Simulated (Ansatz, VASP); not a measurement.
# BAs: VASP beside Ansatz

Contents of POSCAR:

```
BAs
1.0
    0.0000000000      2.3918676044      2.3918676044
    2.3918676044      0.0000000000      2.3918676044
    2.3918676044      2.3918676044      0.0000000000
B As
1 1
Direct
    0.0000000000      0.0000000000      0.0000000000
    0.2500000000      0.2500000000      0.2500000000
```

File INCAR.step1:

```
SYSTEM = BAs
  PREC = Accurate
  ENCUT = 420
  EDIFF = 1E-5
  ISMEAR = 0
  SIGMA = 0.01
  LREAL = .FALSE.
  LASPH = .TRUE.
  NELM = 120
  ALGO = Normal
  ISIF = 2
  LWAVE = .TRUE.
  LCHARG = .FALSE.
  GGA = PE
  NBANDS = 16
  GGA_COMPAT = .FALSE.
```

INCAR.step2

```
SYSTEM = BAs
  PREC = Accurate
  ENCUT = 420
  EDIFF = 1E-6
  ISMEAR = 0
  SIGMA = 0.01
  LREAL = .FALSE.
  LASPH = .TRUE.
  NELM = 120
  ALGO = Normal
  ISIF = 2
  LWAVE = .FALSE.
  LCHARG = .FALSE.
  GGA = PE
  LHFCALC = .TRUE.
  AEXX = 0.75
  HFSCREEN = 0.3
  PRECFOCK = Normal
  ISTART = 1
  NBANDS = 16
  GGA_COMPAT = .FALSE.
```

File KPOINTS:

```
Automatic mesh
0
G
  4 4 4
  0 0 0
```

Input for Ansatz:

```yaml
crystal:
  lattice:
    - [0.0, 2.3918676044, 2.3918676044]
    - [2.3918676044, 0.0, 2.3918676044]
    - [2.3918676044, 2.3918676044, 0.0]
  atoms:
    - { symbol: B, position: [0.0, 0.0, 0.0] }
    - { symbol: As, position: [0.25, 0.25, 0.25] }
kpoints:
  mp_grid: { grid: [4, 4, 4] }
hamiltonian:
  xc: { exchange: pbe, correlation: pbe, exx: { coeff: 0.75, omega: 0.3 } }
scf:
  occupations: { method: fixed }
  n_extra_bands: 4
output:
  forces: true
  stress: true
  eigenvalues: true
```

Alike in both runs: task single point; functional PBE-based screened hybrid with a share of 0.75 of exact exchange and HFSCREEN = 0.3; k mesh 4 × 4 × 4; no spin polarisation.

|  | VASP | Ansatz |
| --- | --- | --- |
| version | VASP 6.6.1 | Ansatz 0.2.0 |
| potentials or method | VASP PAW PBE potentials, release 64 (B, As_d) | plane waves |
| plane-wave cutoff (eV) | 420 | 420 |
| occupations | gaussian, width 0.01 eV | fixed |
| valence electrons in the cell | 18 | 18 |

Ansatz gave:

* gap on the k mesh at the Fermi level (eV): 3.01

Problem. What did VASP give for the same quantities?

Solution. gap on the k mesh at the Fermi level (eV): 3.03.

VASP's potentials were made for PBE, not for PBE-based screened hybrid. Ansatz's warnings: stress exchange threshold loose, stress scf threshold loose.

The k mesh is coarse, so the values compare programs but aren't converged.
